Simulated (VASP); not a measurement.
# BaF2 (Fm-3m) in VASP: a series of runs

Runs on BaF2. Level: LDA. Tasks: electric field gradients.

All numbers are computed with VASP 6.6.1; they aren't measurements. Logs are shortened: lines on timing, memory, paths and dates and some standing lists are left out, and cuts for length are marked.

## Step 1: The cell of the first run

It takes space group Fm-3m (No. 225, cubic). The conventional cell has a = 6.074 Å, b = 6.074 Å, c = 6.074 Å, α = 90.00°, β = 90.00°, γ = 90.00°. Within 3.5 Å of Ba (site symmetry m-3m) lie 8 F at 2.63 Å. F (site symmetry -43m) has 4 Ba at 2.63 Å and 6 F at 3.04 Å within 3.5 Å.

## Step 2: Electric field gradients, LDA (volume scaled by 0.94)

INCAR

```
SYSTEM = BaF2
  PREC = Accurate
  ENCUT = 520
  EDIFF = 1E-8
  ISMEAR = -1
  SIGMA = 0.01
  LREAL = .FALSE.
  LASPH = .TRUE.
  NELM = 120
  ALGO = Normal
  ISIF = 2
  LWAVE = .FALSE.
  LCHARG = .FALSE.
  LEFG = .TRUE.
  NBANDS = 19
  GGA_COMPAT = .FALSE.
```

KPOINTS

```
Automatic mesh
0
G
  8 8 8
  0 0 0
```

POSCAR

```
BaF2
1.0
    0.0000000000      3.0367659163      3.0367659163
    3.0367659163      0.0000000000      3.0367659163
    3.0367659163      3.0367659163      0.0000000000
Ba F
1 2
Direct
    0.0000000000      0.0000000000      0.0000000000
    0.2500000000      0.2500000000      0.2500000000
    0.7500000000      0.7500000000      0.7500000000
```

Potentials or basis: VASP PAW LDA potentials, release 64 (Ba_sv, F).

Launch:

```bash
$ cat potpaw_LDA.64/Ba_sv/POTCAR potpaw_LDA.64/F/POTCAR > POTCAR
$ mpirun -np 1 vasp_std > vasp.out
```

OUTCAR:

```text
SYSTEM = BaF2
   PREC = Accurate
   ENCUT = 520
   EDIFF = 1E-8
   ISMEAR = -1
   LREAL = .FALSE.
   LASPH = .TRUE.
   NELM = 120
   ISIF = 2

 ion  position               nearest neighbor table
   1  0.000  0.000  0.000-   3 2.63   3 2.63   3 2.63   2 2.63   2 2.63   2 2.63   3 2.63   2 2.63

   2  0.250  0.250  0.250-   1 2.63   1 2.63   1 2.63   1 2.63
   3  0.750  0.750  0.750-   1 2.63   1 2.63   1 2.63   1 2.63

  LATTYP: Found a face centered cubic cell.
 ALAT       =     6.0735318326

  Lattice vectors:

 A1 = (   0.0000000000,   3.0367659163,   3.0367659163)
 A2 = (   3.0367659163,   0.0000000000,   3.0367659163)
 A3 = (   3.0367659163,   3.0367659163,   0.0000000000)

Analysis of symmetry for initial positions (statically):
=====================================================================
 Subroutine PRICEL returns:
 Original cell was already a primitive cell.

 Routine SETGRP: Setting up the symmetry group for a
 face centered cubic supercell.

 Subroutine GETGRP returns: Found 48 space group operations
 (whereof 48 operations were pure point group operations)
 out of a pool of 48 trial point group operations.

The static configuration has the point symmetry O_h .

Analysis of symmetry for dynamics (positions and initial velocities):
=====================================================================
 Subroutine PRICEL returns:
 Original cell was already a primitive cell.

 Routine SETGRP: Setting up the symmetry group for a
 face centered cubic supercell.

 Subroutine GETGRP returns: Found 48 space group operations
 (whereof 48 operations were pure point group operations)
 out of a pool of 48 trial point group operations.

The dynamic configuration has the point symmetry O_h .

 Subroutine INISYM returns: Found 48 space group operations
 (whereof 48 operations are pure point group operations),
 and found     1 'primitive' translations

----------------------------------------------------------------------------------------

                                     Primitive cell

  volume of cell :      56.0098

  direct lattice vectors                    reciprocal lattice vectors
     0.000000000  3.036765916  3.036765916    -0.164648845  0.164648845  0.164648845
[... 122 lines left out ...]
 maximum number of plane-waves:      1540
   NGX = 15   NGY = 15   NGZ = 15

 number of electron      24.0000018 magnetization

 Free energy of the ion-electron system (eV)
  ---------------------------------------------------
  ext. energy  EPLUGINS =         0.00000000
  ---------------------------------------------------
  free energy    TOTEN  =       -18.62460156 eV

  energy without entropy =      -18.62460156  energy(sigma->0) =      -18.62460156

 E-fermi :  -1.8718     XC(G=0):  -9.6208

 val. band max:       -2.1815151707   @ k =  -0.2500   0.2500   0.0000
 cond. band min:       4.4504556515   @ k =   0.0000   0.0000   0.0000
 fundamental gap:      6.6319708222
 Fermi energy:        -1.8718133177

 k-point     1 :       0.0000    0.0000    0.0000
  band No.  band energies     occupation
      1     -24.9885      2.00000
      2     -20.7960      2.00000
      3     -20.6660      2.00000
      4      -9.7509      2.00000
      5      -9.7509      2.00000
      6      -9.7509      2.00000
[... 505 lines left out ...]
      6      -9.9312      2.00000
[... 11 lines left out ...]
     18      10.6430      0.00000
     19      12.1390      0.00000

 [... further k-points ...]
[... 5 lines left out ...]
  --------------------------------------------------------------------------------------
  -------------------------------------------------------------------------------------
  Total        0.2026128      0.2026128      0.2026128      0.0000000      0.0000000      0.0000000
  in kB        5.7958011      5.7958011      5.7958011      0.0000000      0.0000000      0.0000000
  external PRESSURE =       5.7958011 kB  Pullay stress =       0.0000000 kB

 VOLUME and BASIS-vectors are now :
 -----------------------------------------------------------------------------
  energy-cutoff  :      520.00
  volume of cell :       56.01
      direct lattice vectors                 reciprocal lattice vectors
     0.000000000  3.036765916  3.036765916    -0.164648845  0.164648845  0.164648845
     3.036765916  0.000000000  3.036765916     0.164648845 -0.164648845  0.164648845
     3.036765916  3.036765916  0.000000000     0.164648845  0.164648845 -0.164648845

 POSITION                                       TOTAL-FORCE (eV/Angst)
 -----------------------------------------------------------------------------------
      0.00000      0.00000      0.00000        -0.000000     -0.000000     -0.000000
      1.51838      1.51838      1.51838         0.000000      0.000000      0.000000
      4.55515      4.55515      4.55515        -0.000000     -0.000000     -0.000000
 -----------------------------------------------------------------------------------
    total drift:                               -0.000000     -0.000000      0.000000

  FREE ENERGIE OF THE ION-ELECTRON SYSTEM (eV)
  ---------------------------------------------------
  free  energy   TOTEN  =       -18.6246015584 eV

  energy  without entropy=      -18.6246015584  energy(sigma->0) =      -18.62460156

 Electric field gradients (V/A^2)
---------------------------------------------------------------------
 ion       V_xx      V_yy      V_zz      V_xy      V_xz      V_yz
---------------------------------------------------------------------
   1       0.000     0.000    -0.000    -0.000    -0.000    -0.000
   2      -0.000    -0.000    -0.000     0.007     0.007     0.007
   3      -0.000    -0.000    -0.000     0.007     0.007     0.007
---------------------------------------------------------------------

 Electric field gradients after diagonalization (V/A^2)
 (convention: |V_zz| > |V_xx| > |V_yy|)
----------------------------------------------------------------------
 ion       V_xx      V_yy      V_zz     asymmetry (V_yy - V_xx)/ V_zz
----------------------------------------------------------------------
   1       0.000     0.000    -0.000       0.000
   2      -0.007    -0.007     0.014       0.000
   3      -0.007    -0.007     0.014       0.000
----------------------------------------------------------------------

           NMR quadrupolar parameters

 Cq : quadrupolar parameter    Cq=e*Q*V_zz/h
 eta: asymmetry parameters     (V_yy - V_xx)/ V_zz
 Q  : nuclear electric quadrupole moment in mb (millibarn)
----------------------------------------------------------------------
 ion       Cq(MHz)       eta       Q (mb)
----------------------------------------------------------------------
   1      -0.000       0.000       1.000
   2       0.000       0.000       1.000
   3       0.000       0.000       1.000
----------------------------------------------------------------------
```

OSZICAR:

```text
N       E                     dE             d eps       ncg     rms          rms(c)
DAV:   1     0.140216282389E+03    0.14022E+03   -0.13425E+04  1102   0.120E+03
DAV:   2    -0.134669133315E+02   -0.15368E+03   -0.14992E+03  1386   0.262E+02
DAV:   3    -0.201898328072E+02   -0.67229E+01   -0.66947E+01  1350   0.546E+01
DAV:   4    -0.203332308492E+02   -0.14340E+00   -0.14323E+00  1415   0.731E+00
DAV:   5    -0.203374345920E+02   -0.42037E-02   -0.42036E-02  1283   0.948E-01    0.867E+00
DAV:   6    -0.187073007384E+02    0.16301E+01   -0.67596E+00  1138   0.207E+01    0.478E+00
DAV:   7    -0.186552491659E+02    0.52052E-01   -0.27384E-01  1211   0.387E+00    0.241E+00
DAV:   8    -0.186231183916E+02    0.32131E-01   -0.50981E-02  1232   0.217E+00    0.305E-01
DAV:   9    -0.186237958190E+02   -0.67743E-03   -0.75342E-03  1332   0.553E-01    0.119E-01
DAV:  10    -0.186246251173E+02   -0.82930E-03   -0.11277E-03  1141   0.239E-01    0.379E-02
DAV:  11    -0.186245985890E+02    0.26528E-04   -0.13525E-04  1267   0.870E-02    0.192E-02
DAV:  12    -0.186246030540E+02   -0.44650E-05   -0.20330E-05  1162   0.312E-02    0.707E-03
DAV:  13    -0.186246015757E+02    0.14783E-05   -0.53180E-06  1280   0.151E-02    0.161E-03
DAV:  14    -0.186246015613E+02    0.14389E-07   -0.18525E-07  1220   0.345E-03    0.664E-04
DAV:  15    -0.186246015584E+02    0.28926E-08   -0.15330E-08   944   0.996E-04
   1 F= -.18624602E+02 E0= -.18624602E+02  d E =-.642681E-15
```

Wall time 20 s (1 thread of Intel Xeon Platinum 8259CL at 2.50GHz (Skylake/Cascade Lake), shared host); peak memory 0.17 GiB.

Results:

- Free energy: -18.6246 eV
- Pressure: 0.6 GPa
- Band gap on the k mesh: 6.63 eV, indirect (least direct gap 6.76 eV)

Levels at points of the mesh, in eV from the valence-band top:
```
           k point  band 8  band 9  band 10  band 11  band 12  band 13  band 14  band 15  band 16  band 17
(0.00, 0.00, 0.00)   -1.77   -1.77    -0.13    -0.13    -0.13     6.63     9.27     9.27    11.81    11.81
(0.50, 0.00, 0.00)   -1.32   -0.79    -0.37    -0.18    -0.18     9.28     9.28     9.30     9.58    12.00
(0.50, 0.50, 0.00)   -0.48   -0.48    -0.29    -0.29    -0.22     7.08     9.18    11.01    12.42    12.42
```

Caveat: without QUAD_EFG the Cq values of the log hold for a quadrupole moment of 1 mb, not for the nuclei; spin-orbit coupling is left out, which moves the levels of the heavy elements. A k mesh can miss the band edges.

## Step 3: Electric field gradients, LDA (volume scaled by 0.94)

INCAR

```
SYSTEM = BaF2
PREC     = Accurate       ! precision mode
ENCUT    = 520            ! plane-wave cutoff, eV
EDIFF    = 1E-8           ! SCF threshold, eV
ISMEAR   = -1             ! smearing method
SIGMA    = 0.01           ! smearing width, eV
LREAL    = .FALSE.        ! projectors in reciprocal space
LASPH    = .TRUE.         ! aspherical terms in the spheres
NELM     = 120            ! most SCF steps
ALGO     = Normal         ! electronic algorithm
ISIF     = 2              ! what is computed and relaxed
LWAVE    = .FALSE.        ! write WAVECAR
LCHARG   = .FALSE.        ! write CHGCAR
GGA      = CA             ! functional
LEFG     = .TRUE.       
NBANDS   = 19             ! bands
GGA_COMPAT= .FALSE.
```

KPOINTS is that of step 2.

POSCAR is that of step 2.

Potentials or basis: VASP PAW LDA potentials, release 64 (Ba_sv, F).

Launch:

```bash
$ cat potpaw_LDA.64/Ba_sv/POTCAR potpaw_LDA.64/F/POTCAR > POTCAR
$ mpirun -np 1 vasp_std > vasp.out
```

OUTCAR:

```text
SYSTEM = BaF2
   PREC = Accurate
   ENCUT = 520
   EDIFF = 1E-8
   ISMEAR = -1
   LREAL = .FALSE.
   LASPH = .TRUE.
   NELM = 120
   ISIF = 2
   GGA = CA

 ion  position               nearest neighbor table
   1  0.000  0.000  0.000-   3 2.63   3 2.63   3 2.63   2 2.63   2 2.63   2 2.63   3 2.63   2 2.63

   2  0.250  0.250  0.250-   1 2.63   1 2.63   1 2.63   1 2.63
   3  0.750  0.750  0.750-   1 2.63   1 2.63   1 2.63   1 2.63

  LATTYP: Found a face centered cubic cell.
 ALAT       =     6.0735318326

  Lattice vectors:

 A1 = (   0.0000000000,   3.0367659163,   3.0367659163)
 A2 = (   3.0367659163,   0.0000000000,   3.0367659163)
 A3 = (   3.0367659163,   3.0367659163,   0.0000000000)

Analysis of symmetry for initial positions (statically):
=====================================================================
 Subroutine PRICEL returns:
 Original cell was already a primitive cell.

 Routine SETGRP: Setting up the symmetry group for a
 face centered cubic supercell.

 Subroutine GETGRP returns: Found 48 space group operations
 (whereof 48 operations were pure point group operations)
 out of a pool of 48 trial point group operations.

The static configuration has the point symmetry O_h .

Analysis of symmetry for dynamics (positions and initial velocities):
=====================================================================
 Subroutine PRICEL returns:
 Original cell was already a primitive cell.

 Routine SETGRP: Setting up the symmetry group for a
 face centered cubic supercell.

 Subroutine GETGRP returns: Found 48 space group operations
 (whereof 48 operations were pure point group operations)
[... 159 lines left out ...]
  band No.  band energies     occupation
      1     -24.9885      2.00000
      2     -20.7960      2.00000
      3     -20.6660      2.00000
      4      -9.7509      2.00000
      5      -9.7509      2.00000
      6      -9.7509      2.00000
[... 505 lines left out ...]
      6      -9.9312      2.00000
[... 11 lines left out ...]
     18      10.6430      0.00000
     19      12.1390      0.00000

 [... further k-points ...]
[... 5 lines left out ...]
  --------------------------------------------------------------------------------------
  -------------------------------------------------------------------------------------
  Total        0.2026128      0.2026128      0.2026128      0.0000000      0.0000000      0.0000000
  in kB        5.7958011      5.7958011      5.7958011      0.0000000      0.0000000      0.0000000
  external PRESSURE =       5.7958011 kB  Pullay stress =       0.0000000 kB

 VOLUME and BASIS-vectors are now :
 -----------------------------------------------------------------------------
  energy-cutoff  :      520.00
  volume of cell :       56.01
      direct lattice vectors                 reciprocal lattice vectors
     0.000000000  3.036765916  3.036765916    -0.164648845  0.164648845  0.164648845
     3.036765916  0.000000000  3.036765916     0.164648845 -0.164648845  0.164648845
     3.036765916  3.036765916  0.000000000     0.164648845  0.164648845 -0.164648845

 POSITION                                       TOTAL-FORCE (eV/Angst)
 -----------------------------------------------------------------------------------
      0.00000      0.00000      0.00000        -0.000000     -0.000000     -0.000000
      1.51838      1.51838      1.51838         0.000000      0.000000      0.000000
      4.55515      4.55515      4.55515        -0.000000     -0.000000     -0.000000
 -----------------------------------------------------------------------------------
    total drift:                               -0.000000     -0.000000      0.000000

  FREE ENERGIE OF THE ION-ELECTRON SYSTEM (eV)
  ---------------------------------------------------
  free  energy   TOTEN  =       -18.6246015584 eV

  energy  without entropy=      -18.6246015584  energy(sigma->0) =      -18.62460156

 Electric field gradients (V/A^2)
---------------------------------------------------------------------
 ion       V_xx      V_yy      V_zz      V_xy      V_xz      V_yz
---------------------------------------------------------------------
   1       0.000     0.000    -0.000    -0.000    -0.000    -0.000
   2      -0.000    -0.000    -0.000     0.007     0.007     0.007
   3      -0.000    -0.000    -0.000     0.007     0.007     0.007
---------------------------------------------------------------------

 Electric field gradients after diagonalization (V/A^2)
 (convention: |V_zz| > |V_xx| > |V_yy|)
----------------------------------------------------------------------
 ion       V_xx      V_yy      V_zz     asymmetry (V_yy - V_xx)/ V_zz
----------------------------------------------------------------------
   1       0.000     0.000    -0.000       0.000
   2      -0.007    -0.007     0.014       0.000
   3      -0.007    -0.007     0.014       0.000
----------------------------------------------------------------------

           NMR quadrupolar parameters

 Cq : quadrupolar parameter    Cq=e*Q*V_zz/h
 eta: asymmetry parameters     (V_yy - V_xx)/ V_zz
 Q  : nuclear electric quadrupole moment in mb (millibarn)
----------------------------------------------------------------------
 ion       Cq(MHz)       eta       Q (mb)
----------------------------------------------------------------------
   1      -0.000       0.000       1.000
   2       0.000       0.000       1.000
   3       0.000       0.000       1.000
----------------------------------------------------------------------
```

It took 22 s on 1 thread of Intel Xeon Platinum 8259CL at 2.50GHz (Skylake/Cascade Lake), shared host; peak memory 0.16 GiB.

What came out:

```yaml
Free_energy: -18.6246 eV
Pressure: 0.6 GPa
Band_gap_on_the_k_mesh: 6.63 eV, indirect (least direct gap 6.76 eV)
```

Levels at points of the mesh, in eV from the valence-band top:
```
           k point  band 8  band 9  band 10  band 11  band 12  band 13  band 14  band 15  band 16  band 17
(0.00, 0.00, 0.00)   -1.77   -1.77    -0.13    -0.13    -0.13     6.63     9.27     9.27    11.81    11.81
(0.50, 0.00, 0.00)   -1.32   -0.79    -0.37    -0.18    -0.18     9.28     9.28     9.30     9.58    12.00
(0.50, 0.50, 0.00)   -0.48   -0.48    -0.29    -0.29    -0.22     7.08     9.18    11.01    12.42    12.42
```

Caveat: without QUAD_EFG the Cq values of the log hold for a quadrupole moment of 1 mb, not for the nuclei; spin-orbit coupling is left out, which moves the levels of the heavy elements. A k mesh can miss the band edges.

(Part 1 of 2 ends here.)
